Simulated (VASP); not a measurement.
# MgO (Fm-3m) in VASP: a series of runs, part 2 of 2

VASP 6.6.1. Earlier steps stand in the parts before.

### Step 4. Vibrations by perturbation theory, LDA

This run uses another cell than the first one, of 8.71 Å³/atom, 0.951 times its volume.

The input, INCAR:

```
ALGO = Normal ; EDIFF = 1E-8
ENCUT = 520 ; IBRION = 8
ISIF = 2 ; ISMEAR = 0
LASPH = T ; LCHARG = F
LEPSILON = T ; LREAL = F
LWAVE = F ; NBANDS = 11
NELM = 100 ; NSW = 1
PREC = Accurate ; SIGMA = 0.01
```

The input, KPOINTS:

```
k-points
0
Gamma
  10 10 10
```

The input, POSCAR:

```
MgO
1.0
    0.0000000000      2.0571450605      2.0571450605
    2.0571450605      0.0000000000      2.0571450605
    2.0571450605      2.0571450605      0.0000000000
Mg O
1 1
Direct
    0.0000000000      0.0000000000      0.0000000000
    0.5000000000      0.5000000000      0.5000000000
```

Potentials or basis: VASP PAW LDA potentials, release 64 (Mg, O).

On the command line:

```bash
$ cat potpaw_LDA.64/Mg/POTCAR potpaw_LDA.64/O/POTCAR > POTCAR
$ mpirun -np 1 vasp_std > vasp.out
```

OUTCAR:

```text
EDIFF = 1E-8
   ENCUT = 520
   IBRION = 8
   ISIF = 2
   ISMEAR = 0
   LASPH = T
   LEPSILON = T
   LREAL = F
   NELM = 100
   NSW = 1
   PREC = Accurate

 ion  position               nearest neighbor table
   1  0.000  0.000  0.000-   2 2.06   2 2.06   2 2.06   2 2.06   2 2.06   2 2.06
   2  0.500  0.500  0.500-   1 2.06   1 2.06   1 2.06   1 2.06   1 2.06   1 2.06

  LATTYP: Found a face centered cubic cell.
 ALAT       =     4.1142901210

  Lattice vectors:

 A1 = (   0.0000000000,   2.0571450605,   2.0571450605)
 A2 = (   2.0571450605,   0.0000000000,   2.0571450605)
 A3 = (   2.0571450605,   2.0571450605,   0.0000000000)

Analysis of symmetry for initial positions (statically):
=====================================================================
 Subroutine PRICEL returns:
 Original cell was already a primitive cell.

 Routine SETGRP: Setting up the symmetry group for a
 face centered cubic supercell.

 Subroutine GETGRP returns: Found 48 space group operations
 (whereof 48 operations were pure point group operations)
 out of a pool of 48 trial point group operations.

The static configuration has the point symmetry O_h .

Analysis of symmetry for dynamics (positions and initial velocities):
=====================================================================
 Subroutine PRICEL returns:
 Original cell was already a primitive cell.

 Routine SETGRP: Setting up the symmetry group for a
 face centered cubic supercell.

 Subroutine GETGRP returns: Found 48 space group operations
 (whereof 48 operations were pure point group operations)
 out of a pool of 48 trial point group operations.

The dynamic configuration has the point symmetry O_h .

 Subroutine INISYM returns: Found 48 space group operations
 (whereof 48 operations are pure point group operations),
 and found     1 'primitive' translations

----------------------------------------------------------------------------------------

                                     Primitive cell

  volume of cell :      17.4110

  direct lattice vectors                    reciprocal lattice vectors
     0.000000000  2.057145060  2.057145060    -0.243055295  0.243055295  0.243055295
     2.057145060  0.000000000  2.057145060     0.243055295 -0.243055295  0.243055295
     2.057145060  2.057145060  0.000000000     0.243055295  0.243055295 -0.243055295

  length of vectors
     2.909242444  2.909242444  2.909242444     0.420984120  0.420984120  0.420984120

  position of ions in fractional coordinates (direct lattice)
     0.000000000  0.000000000  0.000000000
     0.500000000  0.500000000  0.500000000

[... 526 lines left out ...]
    -0.00014  0.00000  0.00000
     0.00000 -0.00014  0.00000
     0.00000  0.00000 -0.00016

--------------------------------------- Ionic step        4  -------------------------------------------

------------------------ aborting loop because EDIFF is reached ----------------------------------------

[... ionic steps 5 to 6 ...]

--------------------------------------- Ionic step        7  -------------------------------------------

 Free energy of the ion-electron system (eV)
  ---------------------------------------------------
  ---------------------------------------------------
  free energy    TOTEN  =        -0.35230857 eV

  energy without entropy =       -0.35230857

------------------------ aborting loop because EDIFF is reached ----------------------------------------

 INTERNAL STRAIN TENSOR  FOR ION    2  DIRECTION 1   (eV/Angst):
 -----------------------------------------------------------------------------
    -0.00501 -0.00000  0.00000
     0.00000  0.00712 -0.00000
     0.00000 -0.00000  0.00712

 MACROSCOPIC STATIC DIELECTRIC TENSOR (including local field effects in DFT)
 ------------------------------------------------------
           3.068825    -0.000000    -0.000000
          -0.000000     3.068825    -0.000000
           0.000000    -0.000000     3.068825
 ------------------------------------------------------

 PIEZOELECTRIC TENSOR (including local field effects)  for field in x, y, z        (e  Angst)
          XX          YY          ZZ          XY          YZ          ZX
  --------------------------------------------------------------------------------
  x     0.00000     0.00000     0.00000     0.00000     0.00000     0.00000
  y     0.00000     0.00000     0.00000     0.00000     0.00000     0.00000
  z     0.00000     0.00000     0.00000     0.00000     0.00000     0.00000

 PIEZOELECTRIC TENSOR (including local field effects)  for field in x, y, z        (C/m^2)
          XX          YY          ZZ          XY          YZ          ZX
  --------------------------------------------------------------------------------
  x     0.00000     0.00000     0.00000     0.00000     0.00000     0.00000
  y     0.00000     0.00000     0.00000     0.00000     0.00000     0.00000
  z     0.00000     0.00000     0.00000     0.00000     0.00000     0.00000

 BORN EFFECTIVE CHARGES (including local field effects) (in |e|, cummulative output)
 ---------------------------------------------------------------------------------
 ion    1
    1     1.93925    -0.00000     0.00000
    2    -0.00000     1.93925     0.00000
    3     0.00000    -0.00000     1.93925
 ion    2
    1    -1.93925     0.00000    -0.00000
    2     0.00000    -1.93925    -0.00000
    3     0.00000     0.00000    -1.93925

 INTERNAL STRAIN TENSOR FOR ION    2 for displacements in x,y,z  (eV/Angst):
          X           Y           Z          XY          YZ          ZX
  --------------------------------------------------------------------------------
  x     0.00000     0.00000     0.00000     0.00000     0.00000     0.00000
  y     0.00000     0.00000     0.00000     0.00000     0.00000     0.00000
  z     0.00000     0.00000     0.00000     0.00000     0.00000     0.00000

 SECOND DERIVATIVES (NOT SYMMETRIZED)
 ------------------------------------
               1X          1Y          1Z          2X          2Y          2Z
  1X    -7.059481    0.000000    0.000000    7.059481    0.000000    0.000000
  1Y     0.000000   -7.059481    0.000000    0.000000    7.059481    0.000000
  1Z     0.000000    0.000000   -7.059481    0.000000    0.000000    7.059481
  2X     7.034630    0.000000    0.000000   -7.034630    0.000000    0.000000
  2Y     0.000000    7.034630    0.000000    0.000000   -7.034630    0.000000
  2Z     0.000000    0.000000    7.034630    0.000000    0.000000   -7.034630

 Eigenvectors and eigenvalues of the dynamical matrix
 ----------------------------------------------------

   1 f  =   13.358186 THz    83.931957 2PiTHz  445.581118 cm-1    55.244993 meV
             X         Y         Z           dx          dy          dz
      0.000000  0.000000  0.000000    -0.608303    0.166688    0.000000
      2.057145  2.057145  2.057145     0.748414   -0.205081    0.000000
[... 21 lines left out ...]
   6 f/i=    0.011528 THz     0.072436 2PiTHz    0.384549 cm-1     0.047678 meV
             X         Y         Z           dx          dy          dz
      0.000000  0.000000  0.000000     0.430385   -0.583700    0.276126
      2.057145  2.057145  2.057145     0.349813   -0.474425    0.224432

--------------------------------------------------------------------------------------------------------

 MACROSCOPIC STATIC DIELECTRIC TENSOR IONIC CONTRIBUTION
 ------------------------------------------------------
           5.546242    -0.000000     0.000000
           0.000000     5.546242     0.000000
           0.000000     0.000000     5.546242
 ------------------------------------------------------

 ELASTIC MODULI CONTR FROM IONIC RELAXATION (kBar)
 Direction    XX          YY          ZZ          XY          YZ          ZX
 --------------------------------------------------------------------------------
 XX           0.0000      0.0000      0.0000      0.0000      0.0000      0.0000
 YY           0.0000      0.0000      0.0000      0.0000      0.0000      0.0000
 ZZ           0.0000      0.0000      0.0000      0.0000      0.0000      0.0000
 XY           0.0000      0.0000      0.0000      0.0000      0.0000      0.0000
 YZ           0.0000      0.0000      0.0000      0.0000      0.0000      0.0000
 ZX           0.0000      0.0000      0.0000      0.0000      0.0000      0.0000
 --------------------------------------------------------------------------------

 PIEZOELECTRIC TENSOR IONIC CONTR  for field in x, y, z        (C/m^2)
          XX          YY          ZZ          XY          YZ          ZX
  --------------------------------------------------------------------------------
  x     0.00000     0.00000     0.00000     0.00000     0.00000     0.00000
  y     0.00000     0.00000     0.00000     0.00000     0.00000     0.00000
  z     0.00000     0.00000     0.00000     0.00000     0.00000     0.00000
```

stdout:

```text
POSCAR found type information on POSCAR MgO
 POSCAR found :  2 types and       2 ions
 scaLAPACK will be used
 LDA part: xc-table for (Slater(with rela. corr.)+CA(PZ))
 , standard interpolation
 POSCAR, INCAR and KPOINTS ok, starting setup
 FFT: planning ... GRIDC
 FFT: planning ... GRID_SOFT
 FFT: planning ... GRID
[... 24 lines left out ...]
 Linear response to external field, progress :
  Direction:   3
 dielectric tensor                  component  3 :     0.038     0.246     3.069
 Linear response DOF=           2
 Linear response progress:
 first order change of Fermi-energy   0.75381E-04
 force on displaced ion       1 direction 1 :  -7.059   0.000   0.000
 Born effective charge ion    1 direction 1 :   1.939   0.000   0.000
 Linear response progress:
 first order change of Fermi-energy   0.11602E-02
 force on displaced ion       2 direction 1 :  -7.035   0.000   0.000
 Born effective charge ion    2 direction 1 :  -1.940   0.000   0.000
 Born effective charges drift removed
 Linear response finished
```

Wall time 5.5 min (1 thread of AMD EPYC 7R13, shared host); peak memory 0.15 GiB.

What came out:

```
Electronic dielectric tensor (diagonal)                 : 3.07
Born charges (mean of the diagonal)                     : Mg +1.94; O -1.94 e
Highest phonon frequency at Γ, LO-TO splitting left out : 446 cm⁻¹
```

Phonon frequencies in cm⁻¹ (negative: imaginary):
```tsv
q point	frequencies
(0.000, 0.000, 0.000)	0 0 0 446 446 446
```

Electronic dielectric tensor:
```
3.07 0.00 0.00
0.00 3.07 0.00
0.00 0.00 3.07
```

Born effective charge tensors (e):
atom 1, Mg
```
1.94 0.00 0.00
0.00 1.94 0.00
0.00 0.00 1.94
```
atom 2, O
```
-1.94  0.00  0.00
 0.00 -1.94  0.00
 0.00  0.00 -1.94
```

Caveat: the cell wasn't relaxed at this level first, which shifts response properties.
